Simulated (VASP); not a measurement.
# SnO2: single point with r2SCAN+rVV10

The system is SnO2.

```
Sn O
1.0
     4.78800    0.00000    0.00000
     0.00000    4.86658    0.00000
     0.00000    0.00000    3.24090
Sn O
2 4
Direct
  0.50000 0.50000 0.50000
  0.00000 0.00000 0.00000
  0.29185 0.32104 0.00000
  0.79185 0.17896 0.50000
  0.20814 0.82104 0.50000
  0.70815 0.67896 0.00000
```

- Program: VASP 6.6.1
- Task: single point
- Functional: r2SCAN
- Dispersion: rVV10
- Potentials or basis: VASP PAW PBE potentials, release 64 (Sn_d, O)
- Cutoff: 660 eV
- k mesh: 4 × 4 × 6
- Occupations: gaussian, width 0.1 eV
- Spin: no spin polarisation
- Dipole correction: no
- Further INCAR settings: ALGO = Normal; EDIFF = 1e-06; NBANDS = 35

| Item | Value |
| --- | --- |
| Pressure | -8.7 GPa |
| Largest force | 0.112 eV/Å |
| Band gap on the k mesh | 1.40 eV |

Forces in eV/Å, atoms in the order of the input:
```
Sn   0.000  0.000  0.000
Sn   0.000  0.000  0.000
O    0.092 -0.064  0.000
O    0.092  0.064  0.000
O   -0.092 -0.064  0.000
O   -0.092  0.064  0.000
```

Stress tensor (GPa, compression positive):
```
-8.16  0.00  0.00
 0.00 -8.49  0.00
 0.00  0.00 -9.50
```

Levels at points of the mesh, in eV from the valence-band top:
```csv
k point,band 22,band 23,band 24,band 25,band 26,band 27,band 28,band 29,band 30,band 31
"(0.00, 0.00, 0.00)",-1.16,-1.13,-0.65,-0.64,0.00,1.40,6.42,6.79,6.95,10.98
"(0.50, 0.00, 0.00)",-1.73,-1.10,-1.10,-0.46,-0.46,4.50,4.50,7.33,7.33,11.50
"(0.00, 0.50, 0.00)",-1.93,-1.09,-1.09,-0.57,-0.57,4.66,4.66,7.82,7.82,11.30
"(0.50, 0.50, 0.00)",-1.80,-1.22,-1.22,-0.78,-0.78,5.01,5.01,7.89,7.89,11.49
"(0.00, 0.00, 0.50)",-2.47,-1.50,-1.50,-1.09,-1.09,6.42,6.42,10.20,10.20,11.19
"(0.50, 0.00, 0.50)",-1.74,-0.87,-0.87,-0.70,-0.70,6.72,6.72,8.60,8.60,11.32
"(0.00, 0.50, 0.50)",-1.43,-1.08,-1.08,-0.60,-0.60,6.62,6.62,8.38,8.38,11.83
"(0.50, 0.50, 0.50)",-2.30,-0.87,-0.87,-0.71,-0.71,5.17,5.17,9.39,9.39,11.56
```

Wall time 12 min on 1 thread of Oxide Virtual Turin-like Processor (shared host), peak memory 0.43 GiB.

Caveat: the cell stands under tension; the PAW data sets were made with another functional, which shifts forces and pressure a little; spin-orbit coupling is left out, which moves the levels of the heavy elements.
